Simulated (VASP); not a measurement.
# AlNi (Pm-3m) in VASP: further runs

Runs on AlNi. Level: PBE. Tasks: single point, relaxation of cell and atoms.

Program: VASP 6.6.1. These are calculated values, not measurements. Logs are shortened: lines on timing, memory, paths and dates and some standing lists are left out, and cuts for length are marked.

### Step 1. The cell of the first run

It takes space group Pm-3m (No. 221, cubic). The conventional cell has a = 2.893 Å, b = 2.893 Å, c = 2.893 Å, α = 90.00°, β = 90.00°, γ = 90.00°. Al (site symmetry m-3m) has 8 Ni at 2.51 Å and 6 Al at 2.89 Å within 3.3 Å. Within 3.3 Å of Ni (site symmetry m-3m) lie 8 Al at 2.51 Å and 6 Ni at 2.89 Å.

### Step 2. Single point, PBE

File INCAR:

```
PREC = Accurate ; ENCUT = 600
EDIFF = 1E-6 ; ISMEAR = 0
SIGMA = 0.1 ; LREAL = F
LASPH = T ; NELM = 120
ALGO = Normal ; ISIF = 2
LWAVE = F ; LCHARG = F
GGA = PE ; NBANDS = 14
GGA_COMPAT = F
```

File KPOINTS:

```
Automatic mesh
0
Gamma
  14 14 14
```

File POSCAR:

```
AlNi
1.0
    2.8929595347      0.0000000000      0.0000000000
    0.0000000000      2.8929595347      0.0000000000
    0.0000000000      0.0000000000      2.8929595347
Al Ni
1 1
Direct
    0.0000000000      0.0000000000      0.0000000000
    0.5000000000      0.5000000000      0.5000000000
```

Potentials or basis: VASP PAW PBE potentials, release 64 (Al, Ni).

The run is started by

```sh
$ cat potpaw_PBE.64/Al/POTCAR potpaw_PBE.64/Ni/POTCAR > POTCAR
$ mpirun -np 1 vasp_std > vasp.out
```

OUTCAR:

```text
PREC = Accurate
   ENCUT = 600
   EDIFF = 1E-6
   ISMEAR = 0
   LREAL = F
   LASPH = T
   NELM = 120
   ISIF = 2
   GGA = PE

 ion  position               nearest neighbor table
   1  0.000  0.000  0.000-   2 2.51   2 2.51   2 2.51   2 2.51   2 2.51   2 2.51   2 2.51   2 2.51

   2  0.500  0.500  0.500-   1 2.51   1 2.51   1 2.51   1 2.51   1 2.51   1 2.51   1 2.51   1 2.51

  LATTYP: Found a simple cubic cell.
 ALAT       =     2.8929595347

  Lattice vectors:

 A1 = (   2.8929595347,   0.0000000000,   0.0000000000)
 A2 = (   0.0000000000,   2.8929595347,   0.0000000000)
 A3 = (   0.0000000000,   0.0000000000,   2.8929595347)

Analysis of symmetry for initial positions (statically):
=====================================================================
 Subroutine PRICEL returns:
 Original cell was already a primitive cell.

 Routine SETGRP: Setting up the symmetry group for a
 simple cubic supercell.

 Subroutine GETGRP returns: Found 48 space group operations
 (whereof 48 operations were pure point group operations)
 out of a pool of 48 trial point group operations.

The static configuration has the point symmetry O_h .

Analysis of symmetry for dynamics (positions and initial velocities):
=====================================================================
 Subroutine PRICEL returns:
 Original cell was already a primitive cell.

 Routine SETGRP: Setting up the symmetry group for a
 simple cubic supercell.

 Subroutine GETGRP returns: Found 48 space group operations
 (whereof 48 operations were pure point group operations)
 out of a pool of 48 trial point group operations.

The dynamic configuration has the point symmetry O_h .

 Subroutine INISYM returns: Found 48 space group operations
 (whereof 48 operations are pure point group operations),
 and found     1 'primitive' translations

----------------------------------------------------------------------------------------

                                     Primitive cell

  volume of cell :      24.2118

  direct lattice vectors                    reciprocal lattice vectors
     2.892959535  0.000000000  0.000000000     0.345666778  0.000000000  0.000000000
     0.000000000  2.892959535  0.000000000     0.000000000  0.345666778  0.000000000
     0.000000000  0.000000000  2.892959535     0.000000000  0.000000000  0.345666778

  length of vectors
     2.892959535  2.892959535  2.892959535     0.345666778  0.345666778  0.345666778

  position of ions in fractional coordinates (direct lattice)
     0.000000000  0.000000000  0.000000000
     0.500000000  0.500000000  0.500000000

[... 82 lines left out ...]
   ISIF   =      2    stress and relaxation
   ISYM   =      2    0-nonsym 1-usesym 2-fastsym
   POTIM  = 0.5000    time-step for ionic-motion
   TEBEG  =    0.0;   TEEND  =   0.0 temperature during run
   PSTRESS=    0.0 pullay stress
   NELECT =      13.0000    total number of electrons
   NUPDOWN=      -1.0000    fix difference up-down
   EMIN   =  10.00;   EMAX   =-10.00  energy-range for DOS
   EFERMI =   0.00;   METHOD = LEGACY
   ISMEAR =     0;   SIGMA  =   0.10  broadening in eV -4-tet -1-fermi 0-gaus
   EFERMI_NEDOS =   21; number of points for ismear=-14 and -15
   IALGO  =     38    algorithm
   IMIX   =      4    mixing-type and parameters
     AMIX     =   0.40;   BMIX     =  1.00
     AMIX_MAG =   1.60;   BMIX_MAG =  1.00
  volume/ion in A,a.u.               =      12.11        81.69
  Fermi-wavevector in a.u.,A,eV,Ry     =   1.330598  2.514466 24.088999  1.770491
  Thomas-Fermi vector in A             =   2.459673
   LORBIT       =      0    0 simple, 1 ext, 2 COOP (PROOUT), +10 PAW based schemes
   GGA     = PE    functional components
   LHFCALC =     F    Hartree Fock is set to
   AEXX    =    0.0000 exact exchange contribution
   IVDW    =     0    specifies the selected vdW correction
   LEPSILON=     F    determine dielectric tensor
   LRPA    =     F    only Hartree local field effects (RPA)
 non-spin polarized calculation
 Gauss-broadening in eV      SIGMA  =   0.10
  energy-cutoff  :      600.00
  volume of cell :       24.21
 maximum number of plane-waves:       840
 NGX is ok and might be reduce to    24
   NGX = 11   NGY = 11   NGZ = 11

 number of electron      13.0000013 magnetization

 Free energy of the ion-electron system (eV)
  ---------------------------------------------------
  ext. energy  EPLUGINS =         0.00000000
  ---------------------------------------------------
  free energy    TOTEN  =       -10.53936668 eV

  energy without entropy =      -10.53423406  energy(sigma->0) =      -10.53680037

 E-fermi :   9.8323     XC(G=0): -11.9886

 val. band max:        9.8217019625   @ k =   0.3571   0.1429   0.1429
 cond. band min:       9.8667886659   @ k =   0.3571   0.2857   0.0714
 fundamental gap:      0.0450867034
 Fermi energy:         9.8323182424

 k-point     1 :       0.0000    0.0000    0.0000
  band No.  band energies     occupation
      1      -1.1848      2.00000
      2       6.6962      2.00000
      3       6.6962      2.00000
      4       8.3471      2.00000
      5       8.3471      2.00000
      6       8.3471      2.00000
      7      15.3098      0.00000
      8      15.3098      0.00000
      9      15.3098      0.00000
     10      17.9473      0.00000
     11      17.9473      0.00000
     12      23.3827      0.00000
     13      30.6450      0.00000
     14      30.6450      0.00000
[... 377 lines left out ...]
      1       1.8265      2.00000
      2       5.6766      2.00000
      3       7.0626      2.00000
      4       7.5855      2.00000
      5       7.8291      2.00000
      6       8.1607      2.00000
      7       9.7535      1.73483
      8      13.5551      0.00000
      9      17.6360      0.00000
     10      18.9188      0.00000
     11      21.3073      0.00000
     12      23.5837      0.00000
     13      25.8311      0.00000
     14      27.3061      0.00000

 [... further k-points ...]
[... 5 lines left out ...]
  --------------------------------------------------------------------------------------
  -------------------------------------------------------------------------------------
  Total       -0.0058333     -0.0058333     -0.0058333     -0.0000000     -0.0000000      0.0000000
  in kB       -0.3860077     -0.3860077     -0.3860077     -0.0000000     -0.0000000      0.0000000
  external PRESSURE =      -0.3860077 kB  Pullay stress =       0.0000000 kB

 VOLUME and BASIS-vectors are now :
 -----------------------------------------------------------------------------
  energy-cutoff  :      600.00
  volume of cell :       24.21
      direct lattice vectors                 reciprocal lattice vectors
     2.892959535  0.000000000  0.000000000     0.345666778  0.000000000  0.000000000
     0.000000000  2.892959535  0.000000000     0.000000000  0.345666778  0.000000000
     0.000000000  0.000000000  2.892959535     0.000000000  0.000000000  0.345666778

 POSITION                                       TOTAL-FORCE (eV/Angst)
 -----------------------------------------------------------------------------------
      0.00000      0.00000      0.00000         0.000000      0.000000      0.000000
      1.44648      1.44648      1.44648         0.000000      0.000000      0.000000
 -----------------------------------------------------------------------------------
    total drift:                                0.000000      0.000000     -0.000000

  FREE ENERGIE OF THE ION-ELECTRON SYSTEM (eV)
  ---------------------------------------------------
  free  energy   TOTEN  =       -10.5393666828 eV

  energy  without entropy=      -10.5342340555  energy(sigma->0) =      -10.53680037
```

Wall time 35 s (1 thread of Intel Xeon 8259CL, shared host); peak memory 0.18 GiB.

Results:

| Item | Value |
| --- | --- |
| Free energy | -10.5394 eV |
| Pressure | 0.0 GPa |

Levels at points of the mesh, in eV from the Fermi level:
| k point | band 5 | band 6 | band 7 | band 8 | band 9 | band 10 |
| --- | --- | --- | --- | --- | --- | --- |
| (0.00, 0.00, 0.00) | -1.49 | -1.49 | 5.48 | 5.48 | 5.48 | 8.11 |
| (0.50, 0.00, 0.00) | -2.18 | -1.40 | -0.61 | 8.29 | 9.99 | 9.99 |
| (0.50, 0.50, 0.00) | -2.01 | -2.01 | -0.97 | 1.49 | 2.44 | 12.17 |
| (0.50, 0.50, 0.50) | -0.94 | 2.05 | 2.05 | 2.05 | 3.61 | 4.42 |

Spin polarisation is off, so any magnetic state and its effect on volume and gap are missing.

### Step 3. Relaxation of cell and atoms, PBE

This run uses another cell than the first one, of 12.37 Å³/atom, 1.022 times its volume.

File INCAR:

```
SYSTEM = AlNi
PREC = Accurate
ENCUT = 600
EDIFF = 1E-7
ISMEAR = 0
SIGMA = 0.1
LREAL = .False.
LASPH = .True.
NELM = 120
ALGO = Normal
ISIF = 3
LWAVE = .False.
LCHARG = .False.
GGA = PE
IBRION = 2
NSW = 100
EDIFFG = -0.005
GGA_COMPAT = .False.
NELMIN = 4
```

File KPOINTS:

```
Automatic mesh
0
Gamma
  14 14 14
  0 0 0
```

File POSCAR:

```
AlNi
1.0
    2.9142092251      0.0000000000      0.0000000000
    0.0000000000      2.9142092251      0.0000000000
    0.0000000000      0.0000000000      2.9142092251
Al Ni
1 1
Direct
    0.0000000000      0.0000000000      0.0000000000
    0.5000000000      0.5000000000      0.5000000000
```

Potentials or basis: VASP PAW PBE potentials, release 64 (Al, Ni).

The run is started by

```sh
$ cat potpaw_PBE.64/Al/POTCAR potpaw_PBE.64/Ni/POTCAR > POTCAR
$ mpirun -np 1 vasp_std > vasp.out
```

Wall time 81 s (1 thread of Intel Xeon 8259CL, shared host); peak memory 0.18 GiB.

The run converged. Its results:

```
Free energy                            : -10.5395 eV
Relaxed volume                         : 12.11 Å³/atom
Relaxed cell                           : a = 2.893 Å, b = 2.893 Å, c = 2.893 Å, α = 90.00°, β = 90.00°, γ = 90.00°
Space group after relaxing (to 0.05 Å) : Pm-3m (No. 221)
Energy gained by relaxing              : 2.8 meV/atom
Ionic steps                            : 3
Pressure after relaxing                : 0.0 GPa
```

The path:
| step | energy change (eV) | largest force (eV/Å) | pressure (GPa) | volume (Å³) |
| --- | --- | --- | --- | --- |
| 1 | 0.0000 | 0.0000 | -3.33 | 24.75 |
| 2 | -0.0027 | 0.0000 | 2.54 | 23.84 |
| 3 | -0.0057 | 0.0000 | 0.00 | 24.21 |

Final structure:
```
CELL_PARAMETERS angstrom
2.89306 0.00000 0.00000
0.00000 2.89306 0.00000
0.00000 0.00000 2.89306
ATOMIC_POSITIONS crystal
Al 0.00000 0.00000 0.00000
Ni 0.50000 0.50000 0.50000
```

Levels at points of the mesh, in eV from the Fermi level:
```
           k point  band 4  band 5  band 6  band 7  band 8  band 9  band 10
(0.00, 0.00, 0.00)   -1.48   -1.48   -1.48    5.48    5.48    5.48     8.11
(0.50, 0.00, 0.00)   -2.18   -2.18   -1.40   -0.61    8.29    9.99     9.99
(0.50, 0.50, 0.00)   -2.82   -2.01   -2.01   -0.97    1.49    2.44    12.16
(0.50, 0.50, 0.50)   -0.94   -0.94    2.05    2.05    2.05    3.61     4.42
```

Spin polarisation is off, so any magnetic state and its effect on volume and gap are missing.
